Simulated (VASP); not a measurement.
# Ru4S in VASP: notebook

The runs below take Ru4S through single point, with PBE.

All numbers are computed with VASP 6.6.1; they aren't measurements. Logs are shortened: lines on timing, memory, paths and dates and some standing lists are left out, and cuts for length are marked.

### 1 The cell of the first run

The cell holds a slab with vacuum, 5 atoms: a = 2.720 Å, b = 2.720 Å, c = 21.866 Å, α = 90.00°, β = 90.00°, γ = 120.00°.

### 2 Single point, PBE

INCAR reads:

```
ALGO = Normal
DIPOL = 0.5 0.5 0.378
EDIFF = 1E-7
ENCUT = 520
GGA = PE
IDIPOL = 3
ISIF = 2
ISMEAR = 0
LASPH = True
LCHARG = True
LDIPOL = True
LELF = True
LREAL = False
LVACPOTAV = True
LVHAR = True
LWAVE = False
NBANDS = 39
NELM = 100
PREC = Accurate
SIGMA = 0.1
```

KPOINTS reads:

```
k-points
0
Gamma
  12 12 1
```

POSCAR reads:

```
Ru4S
1.0
    2.7197977462      0.0000000000      0.0000000000
   -1.3598988731      2.3554139414      0.0000000000
    0.0000000000      0.0000000000     21.8663388879
Ru S
4 1
Direct
    0.6666666667      0.3333333333      0.1829295714
    0.3333333333      0.6666666667      0.2811778374
    0.6666666667      0.3333333333      0.3790816285
    0.3333333333      0.6666666667      0.4740774823
    0.3333333333      1.0000000000      0.5731952444
```

Potentials or basis: VASP PAW PBE potentials, release 64 (Ru_pv, S).

Launch:

```bash
$ cat potpaw_PBE.64/Ru_pv/POTCAR potpaw_PBE.64/S/POTCAR > POTCAR
$ mpirun -np 1 vasp_std > vasp.out
```

OUTCAR:

```text
EDIFF = 1E-7
   ENCUT = 520
   GGA = PE
   ISIF = 2
   ISMEAR = 0
   LASPH = True
   LREAL = False
   NELM = 100
   PREC = Accurate

 ion  position               nearest neighbor table
   1  0.667  0.333  0.183-   2 2.66   2 2.66   2 2.66
   2  0.333  0.667  0.281-   3 2.65   3 2.65   3 2.65   1 2.66   1 2.66   1 2.66
   3  0.667  0.333  0.379-   4 2.60   4 2.60   4 2.60   2 2.65   2 2.65   2 2.65
   4  0.333  0.667  0.474-   5 2.35   3 2.60   3 2.60   3 2.60   5 2.83
   5  0.333  0.000  0.573-   4 2.35   4 2.83

  LATTYP: Found a hexagonal cell.
 ALAT       =     2.7197977462
 C/A-ratio  =     8.0396929950

  Lattice vectors:

 A1 = (   2.7197977462,   0.0000000000,   0.0000000000)
 A2 = (  -1.3598988731,   2.3554139414,   0.0000000000)
 A3 = (   0.0000000000,   0.0000000000,  21.8663388879)

Analysis of symmetry for initial positions (statically):
=====================================================================
 Subroutine PRICEL returns:
 Original cell was already a primitive cell.

 Routine SETGRP: Setting up the symmetry group for a
 hexagonal supercell.

 Subroutine GETGRP returns: Found  1 space group operations
 (whereof  1 operations were pure point group operations)
 out of a pool of 24 trial point group operations.

The static configuration has the point symmetry C_1 .

Analysis of symmetry for dynamics (positions and initial velocities):
=====================================================================
 Subroutine PRICEL returns:
 Original cell was already a primitive cell.

 Routine SETGRP: Setting up the symmetry group for a
 hexagonal supercell.

 Subroutine GETGRP returns: Found  1 space group operations
 (whereof  1 operations were pure point group operations)
 out of a pool of 24 trial point group operations.

The dynamic configuration has the point symmetry C_1 .

 Subroutine INISYM returns: Found  1 space group operations
 (whereof  1 operations are pure point group operations),
 and found     1 'primitive' translations

----------------------------------------------------------------------------------------

                                     Primitive cell

  volume of cell :     140.0812

  direct lattice vectors                    reciprocal lattice vectors
     2.719797746  0.000000000  0.000000000     0.367674398  0.212276913  0.000000000
    -1.359898873  2.355413941  0.000000000     0.000000000  0.424553826  0.000000000
     0.000000000  0.000000000 21.866338888     0.000000000  0.000000000  0.045732393

  length of vectors
[... 96 lines left out ...]
   POTIM  = 0.5000    time-step for ionic-motion
   TEBEG  =    0.0;   TEEND  =   0.0 temperature during run
   PSTRESS=    0.0 pullay stress
   NELECT =      62.0000    total number of electrons
   NUPDOWN=      -1.0000    fix difference up-down
   EMIN   =  10.00;   EMAX   =-10.00  energy-range for DOS
   EFERMI =   0.00;   METHOD = LEGACY
   ISMEAR =     0;   SIGMA  =   0.10  broadening in eV -4-tet -1-fermi 0-gaus
   EFERMI_NEDOS =   21; number of points for ismear=-14 and -15
   IALGO  =     38    algorithm
   IMIX   =      4    mixing-type and parameters
     AMIX     =   0.40;   BMIX     =  1.00
     AMIX_MAG =   1.60;   BMIX_MAG =  1.00
  volume/ion in A,a.u.               =      28.02       189.06
  Fermi-wavevector in a.u.,A,eV,Ry     =   1.247610  2.357641 21.177877  1.556530
  Thomas-Fermi vector in A             =   2.381734
   LORBIT       =      0    0 simple, 1 ext, 2 COOP (PROOUT), +10 PAW based schemes
   GGA     = PE    functional components
   LHFCALC =     F    Hartree Fock is set to
   AEXX    =    0.0000 exact exchange contribution
   IVDW    =     0    specifies the selected vdW correction
   LEPSILON=     F    determine dielectric tensor
   LRPA    =     F    only Hartree local field effects (RPA)
 non-spin polarized calculation
 Gauss-broadening in eV      SIGMA  =   0.10
  energy-cutoff  :      520.00
  volume of cell :      140.08
 maximum number of plane-waves:      3813
   NGX = 11   NGY = 11   NGZ = 81

 dipolmoment           0.000000      0.000000      0.002556 electrons x Angstroem

 number of electron      62.0000019 magnetization

 dipolmoment           0.000000      0.000000     -0.005217 electrons x Angstroem

 Free energy of the ion-electron system (eV)
  ---------------------------------------------------
  ext. energy  EPLUGINS =         0.00000000
  ---------------------------------------------------
  free energy    TOTEN  =       -39.08322608 eV

  energy without entropy =      -39.05881219  energy(sigma->0) =      -39.07101914

 E-fermi :   3.3928     XC(G=0):  -7.4668

 val. band max:        3.3873500657   @ k =   0.0000   0.0000   0.0000
 cond. band min:       3.4195135993   @ k =  -0.0833   0.3333   0.0000
 fundamental gap:      0.0321635335
 Fermi energy:         3.3928206499

 k-point     1 :       0.0000    0.0000    0.0000
  band No.  band energies     occupation
      1     -40.1775      2.00000
      2     -39.7896      2.00000
      3     -39.3900      2.00000
      4     -39.3794      2.00000
      5     -39.3359      2.00000
      6     -39.3034      2.00000
[... 997 lines left out ...]
     38       5.0846      0.00000
     39       5.9079      0.00000

 [... further k-points ...]

------------------------ aborting loop because EDIFF is reached ----------------------------------------

  FORCE on cell =-STRESS in cart. coord.  units (eV):
  Direction    XX          YY          ZZ          XY          YZ          ZX
  --------------------------------------------------------------------------------------
  -------------------------------------------------------------------------------------
  Total       -0.4596945     -0.9984202     -0.4588951      0.3155580      0.0934841     -0.3884755
  in kB       -5.2577505    -11.4194192     -5.2486074      3.6091910      1.0692237     -4.4431838
  external PRESSURE =      -7.3085924 kB  Pullay stress =       0.0000000 kB

 VOLUME and BASIS-vectors are now :
 -----------------------------------------------------------------------------
  energy-cutoff  :      520.00
  volume of cell :      140.08
      direct lattice vectors                 reciprocal lattice vectors
     2.719797746  0.000000000  0.000000000     0.367674398  0.212276913  0.000000000
    -1.359898873  2.355413941  0.000000000     0.000000000  0.424553826  0.000000000
     0.000000000  0.000000000 21.866338888     0.000000000  0.000000000  0.045732393

 POSITION                                       TOTAL-FORCE (eV/Angst)
 -----------------------------------------------------------------------------------
      1.35990      0.78514      4.00000        -0.012000     -0.012220      0.590494
     -0.00000      1.57028      6.14833         0.041690      0.055733     -0.613302
      1.35990      0.78514      8.28913         0.103998     -0.241085     -0.379029
     -0.00000      1.57028     10.36634        -0.099933      0.312929      0.410003
      0.90660      0.00000     12.53368        -0.033755     -0.115357     -0.008165
 -----------------------------------------------------------------------------------
    total drift:                               -0.000031      0.000024      0.000983

  FREE ENERGIE OF THE ION-ELECTRON SYSTEM (eV)
  ---------------------------------------------------
  free  energy   TOTEN  =       -39.0832260818 eV

  energy  without entropy=      -39.0588121938  energy(sigma->0) =      -39.07101914

 vacuum level on the upper side and lower side of the slab         8.293         8.441
```

OSZICAR:

```text
N       E                     dE             d eps       ncg     rms          rms(c)
DAV:   1     0.644082464349E+03    0.64408E+03   -0.38277E+04  7044   0.154E+03
DAV:   2    -0.196858185408E+02   -0.66377E+03   -0.63843E+03  6375   0.450E+02
DAV:   3    -0.410621499024E+02   -0.21376E+02   -0.20351E+02  6856   0.797E+01
[... 21 lines left out ...]
DAV:  25    -0.390832170163E+02   -0.15276E-04   -0.77376E-07  4628   0.438E-03    0.570E-03
DAV:  26    -0.390832207524E+02   -0.37361E-05   -0.28744E-07  4308   0.234E-03    0.394E-03
DAV:  27    -0.390832254297E+02   -0.46773E-05   -0.97493E-07  4447   0.413E-03    0.844E-04
DAV:  28    -0.390832260351E+02   -0.60536E-06   -0.97550E-08  3992   0.139E-03    0.315E-04
DAV:  29    -0.390832260818E+02   -0.46703E-07   -0.13151E-08  3586   0.581E-04
   1 F= -.39083226E+02 E0= -.39071019E+02  d E =-.244139E-01
```

It took 11 min on 1 thread of Intel Xeon Platinum 8259CL at 2.50GHz (Skylake/Cascade Lake), shared host; peak memory 0.45 GiB.

What came out:

```
Free energy            : -39.0832 eV
Largest force          : 0.617 eV/Å
Band gap on the k mesh : zero (bands 31 and 32 overlap by 2.10 eV)
```

Forces on the atoms (eV/Å):
```
Ru  -0.012 -0.012  0.590
Ru   0.042  0.056 -0.613
Ru   0.104 -0.241 -0.379
Ru  -0.100  0.313  0.410
S   -0.034 -0.115 -0.008
```

Levels at points of the mesh, in eV from the Fermi level:
| k point | band 28 | band 29 | band 30 | band 31 | band 32 | band 33 | band 34 | band 35 |
| --- | --- | --- | --- | --- | --- | --- | --- | --- |
| (0.00, 0.00, 0.00) | -1.89 | -1.05 | -0.92 | -0.88 | -0.01 | 0.06 | 0.79 | 0.82 |
| (0.50, 0.00, 0.00) | -0.09 | 0.17 | 0.72 | 1.29 | 1.40 | 1.58 | 1.75 | 1.87 |
| (0.00, 0.50, 0.00) | -0.05 | 0.54 | 0.81 | 1.39 | 1.42 | 1.46 | 1.60 | 1.78 |
| (0.50, 0.50, 0.00) | -0.11 | 0.71 | 0.80 | 1.38 | 1.39 | 1.41 | 1.60 | 1.79 |

### 3 Single point, PBE

INCAR reads:

```
PREC = Accurate
ENCUT = 520
EDIFF = 1E-6
ISMEAR = 0
SIGMA = 0.1
LREAL = False
LASPH = True
NELM = 100
ALGO = Normal
ISIF = 2
LWAVE = False
LCHARG = False
LDIPOL = True
IDIPOL = 3
DIPOL = 0.5 0.5 0.379
GGA = PE
NBANDS = 39
```

KPOINTS reads:

```
Automatic mesh
0
Gamma
  12 12 1
```

POSCAR, as its differences from that of step 2:

```diff
@@ -12,2 +12,2 @@
     0.3333333333      0.6666666667      0.4740774823
-    0.3333333333      1.0000000000      0.5731952444
+    0.3333333333      0.8333333333      0.5778278714
```

Potentials or basis: VASP PAW PBE potentials, release 64 (Ru_pv, S).

Launch:

```bash
$ cat potpaw_PBE.64/Ru_pv/POTCAR potpaw_PBE.64/S/POTCAR > POTCAR
$ mpirun -np 1 vasp_std > vasp.out
```

Wall time 11 min (1 thread of Intel Xeon Platinum 8259CL at 2.50GHz (Skylake/Cascade Lake), shared host); peak memory 0.45 GiB.

Results (log left out):

```yaml
Free_energy: -39.2515 eV
Largest_force: 0.746 eV/Å
Band_gap_on_the_k_mesh: zero (bands 31 and 32 overlap by 2.10 eV)
```

Forces in eV/Å, atoms in the order of the input:
```
Ru   0.005  0.005  0.565
Ru   0.005  0.008 -0.541
Ru   0.049 -0.165 -0.457
Ru  -0.240  0.547  0.447
S    0.181 -0.395 -0.014
```

Levels at points of the mesh, in eV from the Fermi level:
| k point | band 29 | band 30 | band 31 | band 32 | band 33 | band 34 |
| --- | --- | --- | --- | --- | --- | --- |
| (0.00, 0.00, 0.00) | -1.00 | -0.88 | -0.85 | 0.06 | 0.08 | 0.81 |
| (0.50, 0.00, 0.00) | 0.26 | 0.84 | 1.40 | 1.44 | 1.61 | 1.82 |
| (0.00, 0.50, 0.00) | 0.23 | 0.87 | 1.40 | 1.55 | 1.64 | 1.73 |
| (0.50, 0.50, 0.00) | 0.50 | 0.86 | 1.40 | 1.56 | 1.61 | 1.67 |

### 4 Single point, PBE

INCAR reads:

```
SYSTEM = Ru4S
PREC = Accurate ; ENCUT = 520
EDIFF = 1E-7 ; ISMEAR = 0
SIGMA = 0.1 ; LREAL = .False.
LASPH = .True. ; NELM = 80
ALGO = Normal ; ISIF = 2
LWAVE = .False. ; LCHARG = .False.
LDIPOL = .True. ; IDIPOL = 3
DIPOL = 0.5 0.5 0.376 ; GGA = PE
NBANDS = 39
```

KPOINTS reads:

```
regular mesh
0
Gamma
  12 12 1
  0 0 0
```

POSCAR, as its differences from that of step 3:

```diff
@@ -12,2 +12,2 @@
     0.3333333333      0.6666666667      0.4740774823
-    0.3333333333      0.8333333333      0.5778278714
+    0.5000000000      1.3333333333      0.5626250474
```

Launch:

```bash
$ cat potpaw_PBE.64/Ru_pv/POTCAR potpaw_PBE.64/S/POTCAR > POTCAR
$ mpirun -np 1 vasp_std > vasp.out
```

It took 12 min on 1 thread of Intel Xeon Platinum 8259CL at 2.50GHz (Skylake/Cascade Lake), shared host; peak memory 0.45 GiB.

Results (log left out):

```
Free energy            : -39.2250 eV
Largest force          : 1.488 eV/Å
Band gap on the k mesh : zero (bands 31 and 32 overlap by 2.11 eV)
```

Forces on the atoms (eV/Å):
```
Ru  -0.027 -0.005  0.717
Ru   0.085  0.014 -0.795
Ru   0.015  0.083 -0.928
Ru  -0.976  0.444  1.032
S    0.902 -0.536 -0.026
```

Levels at points of the mesh, in eV from the Fermi level:
```
           k point  band 27  band 28  band 29  band 30  band 31  band 32  band 33  band 34
(0.00, 0.00, 0.00)    -1.95    -1.93    -1.32    -1.15    -1.03    -0.34    -0.08     0.60
(0.50, 0.00, 0.00)    -0.85    -0.63     0.45     0.71     1.24     1.33     1.46     1.59
(0.00, 0.50, 0.00)    -1.03    -0.33     0.56     0.83     1.07     1.32     1.44     1.57
(0.50, 0.50, 0.00)    -0.82    -0.52     0.70     0.96     1.15     1.28     1.41     1.59
```

### 5 The runs side by side

| cell | gap on the mesh (eV) | largest force (eV/Å) |
| --- | --- | --- |
| as given, atomic positions A | none | 0.62 |
| as given, atomic positions B | none | 0.75 |
| as given, atomic positions C | none | 1.49 |

Alike in all rows: task single point; level PBE; potentials or basis VASP PAW PBE potentials, release 64 (Ru_pv, S); no spin polarisation; k mesh 12 × 12 × 1; cutoff (eV) 520; smearing gaussian 0.1 eV.

Absolute energies hang on the potentials; compare differences alone.

The gap in the log of VASP goes by the Fermi energy; the results here count the filled bands.